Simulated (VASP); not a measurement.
HfO2:

```
CELL_PARAMETERS angstrom
0.00000 2.50529 2.50529
2.50529 0.00000 2.50529
2.50529 2.50529 0.00000
ATOMIC_POSITIONS crystal
Hf 0.00000 0.00000 0.00000
O 0.75000 0.75000 0.75000
O 0.25000 0.25000 0.25000
```

This cell differs from its parent crystal: volume scaled by 0.94.

Program: VASP 6.6.1. Alike in all runs: task single point; cell as given; k mesh 9 × 9 × 9; cutoff (eV) 520.

Q: Order these runs on this cell by their pressure, lowest first.
A. level PBEsol+D3(BJ)+U; potentials or basis VASP PAW PBE potentials, release 64 (Hf_pv, O); spin off; U Hf d U = 6.5 eV; smearing tetrahedron
B. level PBEsol; potentials or basis VASP PAW PBE potentials, release 64 (Hf_pv, O); spin non-collinear, zero start, SOC; smearing fermi-dirac 0.05 eV
C. level r2SCAN; potentials or basis VASP PAW PBE potentials, release 64 (Hf_pv, O); spin off; smearing fermi-dirac 0.05 eV
D. level LDA; potentials or basis VASP PAW LDA potentials, release 64 (Hf_pv, O); spin off; smearing fermi-dirac 0.05 eV
E. level BLYP+D4; potentials or basis VASP PAW PBE potentials, release 64 (Hf_pv, O); spin off; smearing fermi-dirac 0.05 eV

A: D (-4.8 GPa), B (1.7 GPa), C (3.9 GPa), E (11.1 GPa), A (18.8 GPa).

Caveats: the PAW data sets were made with another functional, which shifts forces and pressure a little (some runs).
